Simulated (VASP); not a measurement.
Set up this calculation in VASP 6.6.1, as the native input.

```yaml
Task: single point
Functional: LDA
Potentials_or_basis: VASP PAW LDA potentials, release 64 (La, O)
Cutoff: 520 eV
k_mesh: 5 × 5 × 8
Occupations: fermi-dirac, width 0.05 eV
Spin: no spin polarisation
Dipole_correction: no
Further_INCAR_settings: ALGO = Normal; EDIFF = 1e-07; NBANDS = 28
```

The structure of La2O3 lies in POSCAR:

```
La2O3
1.0
    6.3896895259      0.0000000000      0.0000000000
   -3.1948447630      5.5336334518      0.0000000000
    0.0000000000      0.0000000000      3.3644837246
La O
2 3
Direct
    0.6666666667      0.3333333333      0.5000000000
    0.3333333333      0.6666666667      0.5000000000
    0.5080139900      0.0000000000      0.0000000000
    0.0000000000      0.5080139900      0.0000000000
    0.4919860100      0.4919860100      0.0000000000
```

These files were run (other wordings do the same):

INCAR

```
PREC = Accurate
ENCUT = 520
EDIFF = 1E-7
ISMEAR = -1
SIGMA = 0.05
LREAL = False
LASPH = True
NELM = 60
ALGO = Normal
ISIF = 2
LWAVE = False
LCHARG = False
NBANDS = 28
```

KPOINTS

```
Automatic mesh
0
Gamma
  5 5 8
```

Potentials or basis: VASP PAW LDA potentials, release 64 (La, O).

Run with:

```sh
$ cat potpaw_LDA.64/La/POTCAR potpaw_LDA.64/O/POTCAR > POTCAR
$ mpirun -np 1 vasp_std > vasp.out
```

Results of the run:

```
Pressure               : -8.0 GPa
Largest force          : 0.098 eV/Å
Band gap on the k mesh : 1.66 eV (least direct gap 2.02 eV)
```

Caveat: the cell stands under tension; spin-orbit coupling is left out, which moves the levels of the heavy elements; an odd mesh through Γ misses points on the zone boundary, where band edges can lie.

It took 62 s on 1 thread of Intel(R) Xeon(R) 6975P-C (Granite Rapids), with other jobs on the host, peak memory 0.24 GiB.
